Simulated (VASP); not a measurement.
Here is a VASP 6.6.1 calculation.

INCAR

```
ALGO     = Normal         # electronic algorithm
EDIFF    = 1E-6           # SCF threshold, eV
ENCUT    = 600            # plane-wave cutoff, eV
GGA      = LIBXC          # functional
GGA_COMPAT= F            
ISIF     = 2              # what is computed and relaxed
ISMEAR   = -1             # smearing method
LASPH    = T              # aspherical terms in the spheres
LCHARG   = F              # write CHGCAR
LIBXC1   = GGA_X_B88    
LIBXC2   = GGA_C_PBE    
LREAL    = F              # projectors in reciprocal space
LWAVE    = F              # write WAVECAR
NBANDS   = 16             # bands
NELM     = 120            # most SCF steps
PREC     = Accurate       # precision mode
SIGMA    = 0.05           # smearing width, eV
```

KPOINTS

```
k-points
0
Gamma
  10 10 10
```

Contents of POSCAR:

```
GaN
1.0
    0.0000000000      2.2383759866      2.2383759866
    2.2383759866      0.0000000000      2.2383759866
    2.2383759866      2.2383759866      0.0000000000
Ga N
1 1
Direct
    0.0000000000      0.0000000000      0.0000000000
    0.2500000000      0.2500000000      0.2500000000
```

Potentials or basis: VASP PAW PBE potentials, release 64 (Ga_d, N).

Run with:

```sh
$ cat potpaw_PBE.64/Ga_d/POTCAR potpaw_PBE.64/N/POTCAR > POTCAR
$ mpirun -np 1 vasp_std > vasp.out
```

Question: What does it give for the pressure?

Answer: 8.6 GPa.

Question: Predict the band gap on the k mesh.

Answer: 1.86 eV.

Caveat: the cell stands under pressure; the PAW data sets were made with another functional, which shifts forces and pressure a little.
